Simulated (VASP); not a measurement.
## WC: single point with PBE

The system is WC.

```
W C
1.0
     0.00000   -5.06059    0.00000
     4.38260    2.53030    0.00000
     0.00000    0.00000    5.69425
W C
6 6
Direct
  0.00000 0.00000 0.00000
  0.00000 0.00000 0.50000
  0.33333 0.66667 0.00000
  0.33333 0.66667 0.50000
  0.66667 0.33333 0.00000
  0.66667 0.33333 0.50000
  0.66667 0.66667 0.25000
  0.66667 0.66667 0.75000
  0.00000 0.33333 0.25000
  0.00000 0.33333 0.75000
  0.33333 0.00000 0.25000
  0.33333 0.00000 0.75000
```

```yaml
Program: VASP 6.6.1
Task: single point
Functional: PBE
Potentials_or_basis: VASP PAW PBE potentials, release 64 (W_sv, C)
Cutoff: 520 eV
k_mesh: 6 × 6 × 5
Occupations: gaussian, width 0.1 eV
Spin: no spin polarisation
Dipole_correction: no
Further_INCAR_settings: ALGO = Normal; EDIFF = 1e-06; NBANDS = 66
```

```json
{"Pressure": "1.1 GPa", "Band gap on the k mesh": "zero (band 54 reaches 11.51 eV, above the bottom of band 55 at 10.67 eV)"}
```

Stress tensor (GPa, compression positive):
```
1.00 0.00 0.00
0.00 1.00 0.00
0.00 0.00 1.44
```

Levels at points of the mesh, in eV from the Fermi level:
```
           k point  band 52  band 53  band 54  band 55  band 56  band 57
(0.00, 0.00, 0.00)    -0.66     0.00     0.53     0.53     0.87     0.87
(0.50, 0.00, 0.00)    -1.95    -0.57     0.16     2.10     2.10     2.14
```

Run time: 6.5 min on 1 thread of Intel(R) Xeon(R) Platinum 8259CL CPU @ 2.50GHz (Skylake/Cascade Lake), on a shared host, peak memory 0.31 GiB.

Caveat: spin-orbit coupling is left out, which moves the levels of the heavy elements.
